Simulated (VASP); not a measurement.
# AlRu (CsCl type): single point with PBE

AlRu (CsCl type):

```
CELL_PARAMETERS angstrom
2.95233 0.00000 0.00000
0.00000 2.95233 0.00000
0.00000 0.00000 2.95233
ATOMIC_POSITIONS crystal
Ru 0.00000 0.00000 0.00000
Al 0.50000 0.50000 0.50000
```

```
Program                : VASP 6.6.1
Task                   : single point
Functional             : PBE
Potentials or basis    : VASP PAW PBE potentials, release 64 (Ru_pv, Al)
Cutoff                 : 520 eV
k mesh                 : 13 × 13 × 13
Occupations            : fermi-dirac, width 0.1 eV
Spin                   : no spin polarisation
Dipole correction      : no
Further INCAR settings : ALGO = Normal; EDIFF = 1e-06; NBANDS = 16
```

- Pressure: 12.0 GPa

Levels at points of the mesh, in eV from the Fermi level:
```csv
k point,band 7,band 8,band 9,band 10,band 11,band 12
"(0.00, 0.00, 0.00)",0.16,0.16,0.16,6.24,6.24,6.24
```

It took 8.6 s on 1 thread of Intel(R) Xeon(R) 6975P-C (Granite Rapids), on a shared host, peak memory 0.16 GiB.
